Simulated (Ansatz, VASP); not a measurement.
## AlN in VASP and in Ansatz

The input INCAR:

```
SYSTEM = AlN
PREC     = Accurate       ! precision mode
ENCUT    = 520            ! plane-wave cutoff, eV
EDIFF    = 1E-7           ! SCF threshold, eV
ISMEAR   = 0              ! smearing method
SIGMA    = 0.05           ! smearing width, eV
LREAL    = .False.        ! projectors in reciprocal space
LASPH    = .True.         ! aspherical terms in the spheres
NELM     = 80             ! most SCF steps
ALGO     = Normal         ! electronic algorithm
ISIF     = 2              ! what is computed and relaxed
LWAVE    = .False.        ! write WAVECAR
LCHARG   = .False.        ! write CHGCAR
GGA      = PS             ! functional
NBANDS   = 11             ! bands
```

File KPOINTS:

```
Automatic mesh
0
Gamma
  10 10 10
  0 0 0
```

The input POSCAR:

```
AlN
1.0
    0.0000000000      2.1886566781      2.1886566781
    2.1886566781      0.0000000000      2.1886566781
    2.1886566781      2.1886566781      0.0000000000
Al N
1 1
Direct
   -0.0090133114      0.0090133114      0.0090133114
    0.7673622480      0.7326377520      0.7326377520
```

Input for Ansatz:

```yaml
crystal:
  lattice:
    - [0.0, 2.1886566781, 2.1886566781]
    - [2.1886566781, 0.0, 2.1886566781]
    - [2.1886566781, 2.1886566781, 0.0]
  atoms:
    - { symbol: Al, position: [-0.0090133114, 0.0090133114, 0.0090133114] }
    - { symbol: "N", position: [0.767362248, 0.732637752, 0.732637752] }
basis:
  ecutwfc: 520.0
kpoints:
  mp_grid: { grid: [10, 10, 10] }
hamiltonian:
  xc: pbesol
  pseudopotentials: { kind: paw, azcp: { folder: soft_1 } }
scf:
  occupations: { method: gaussian, width: 0.05 }
output:
  forces: true
  stress: true
  eigenvalues: true
```

Change from the starting cell: mode 4 frozen in at -0.076 Å and mode 5 at +0.000 Å (largest displacements).

Alike in both runs: task single point; functional PBEsol; k mesh 10 × 10 × 10; occupations gaussian, width 0.05 eV; no spin polarisation.

|  | VASP | Ansatz |
| --- | --- | --- |
| version | VASP 6.6.1 | Ansatz 0.2.0 |
| potentials or method | VASP PAW PBE potentials, release 64 (Al, N), cutoff 520 eV | scalar-relativistic, plane waves, PAW |
| valence electrons in the cell | 8 | 8 |

```tsv
	VASP	Ansatz	Ansatz less VASP
gap on the k mesh at the Fermi level (eV)	2.89	2.89	+0.007
least direct gap on the mesh (eV)	3.76	3.75	-0.016
pressure (GPa)	1.7	1.6	-0.05
traceless stress, the component that is largest in VASP (GPa)	-8.13	-8.00	+0.129
rms of the force components (eV/Å)	0.948	0.940	-0.0074
```

VASP's potentials were made for PBE, not for PBEsol, and Ansatz warns of the same on its side. Atom by atom the forces differ by 0.007 eV/Å (rms over components).
